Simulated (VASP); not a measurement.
Set up this calculation in VASP 6.6.1, as the native input.

```yaml
Task: single point
Functional: PBEsol
Potentials_or_basis: VASP PAW PBE potentials, release 64 (Sn_d, Co)
Cutoff: 520 eV
k_mesh: 10 × 10 × 10
Occupations: gaussian, width 0.1 eV
Spin: no spin polarisation
Dipole_correction: no
Further_INCAR_settings: ALGO = Fast; EDIFF = 1e-06; NBANDS = 34
```

The structure of CoSn3 lies in POSCAR:

```
CoSn3
1.0
    4.6471077838      0.0000000000      0.0000000000
    0.0000000000      4.6471077838      0.0000000000
    0.0000000000      0.0000000000      4.6471077838
Sn Co
3 1
Direct
    0.0000000000      0.5000000000      0.5000000000
    0.5000000000      0.0000000000      0.5000000000
    0.5000000000      0.5000000000      0.0000000000
    0.0000000000      0.0000000000      0.0000000000
```

One way to write it, as run:

INCAR

```
SYSTEM = CoSn3
PREC = Accurate ; ENCUT = 520
EDIFF = 1E-6 ; ISMEAR = 0
SIGMA = 0.1 ; LREAL = .FALSE.
LASPH = .TRUE. ; NELM = 100
ALGO = Fast ; ISIF = 2
LWAVE = .FALSE. ; LCHARG = .FALSE.
GGA = PS ; NBANDS = 34
```

KPOINTS

```
regular mesh
0
G
  10 10 10
  0 0 0
```

Potentials or basis: VASP PAW PBE potentials, release 64 (Sn_d, Co).

Launch:

```sh
$ cat potpaw_PBE.64/Sn_d/POTCAR potpaw_PBE.64/Co/POTCAR > POTCAR
$ mpirun -np 1 vasp_std > vasp.out
```

It gave:

| Item | Value |
| --- | --- |
| Pressure | -9.1 GPa |
| Band gap on the k mesh | zero (an odd number of electrons rules out a gap without spin polarisation) |

Caveat: the cell stands under tension; the PAW data sets were made with another functional, which shifts forces and pressure a little; spin-orbit coupling is left out, which moves the levels of the heavy elements; the run has no spin polarisation, though such a crystal can be magnetic.

Wall time 120 s on 1 thread of AMD EPYC 9R45 96-Core Processor (Zen 5) (shared host), peak memory 0.28 GiB.
